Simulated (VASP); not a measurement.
A run of VASP 6.6.1 is set up as follows.

File INCAR:

```
SYSTEM = Au
PREC = Accurate
ENCUT = 600
EDIFF = 1E-7
ISMEAR = -1
SIGMA = 0.1
LREAL = .False.
LASPH = .True.
NELM = 100
ALGO = Normal
ISIF = 3
LWAVE = .False.
LCHARG = .False.
GGA = CA
IBRION = 2
NSW = 80
EDIFFG = -0.01
```

The input KPOINTS:

```
regular mesh
0
Gamma
  13 13 7
  0 0 0
```

Contents of POSCAR:

```
Au
1.0
    2.8837471341      0.0000000000      0.0000000000
   -1.4418735670      2.4973982762      0.0000000000
    0.0000000000      0.0000000000      4.7091590700
Au
2
Direct
    0.3333333333      0.6666666667      0.2500000000
    0.6666666667      0.3333333333      0.7500000000
```

Potentials or basis: VASP PAW LDA potentials, release 64 (Au).

Command:

```sh
$ cat potpaw_LDA.64/Au/POTCAR > POTCAR
$ mpirun -np 1 vasp_std > vasp.out
```

Q: What does it give for the space group after relaxing (to 0.05 Å)?

A: P6_3/mmc (No. 194).

Q: Estimate the band gap on the k mesh.

A: Zero (band 11 reaches 12.79 eV, above the bottom of band 12 at 7.14 eV).

Q: Estimate the relaxed cell.

A: a = 2.843 Å, b = 2.843 Å, c = 4.751 Å, α = 90.00°, β = 90.00°, γ = 120.00°.

Q: Predict the relaxed volume.

A: 16.62 Å³/atom.

Final structure:
```
CELL_PARAMETERS angstrom
2.84261 0.00000 0.00000
-1.42131 2.46177 0.00000
0.00000 0.00000 4.75112
ATOMIC_POSITIONS crystal
Au 0.33333 0.66667 0.25000
Au 0.66667 0.33333 0.75000
```

Caveat: spin-orbit coupling is left out, which moves the levels of the heavy elements.
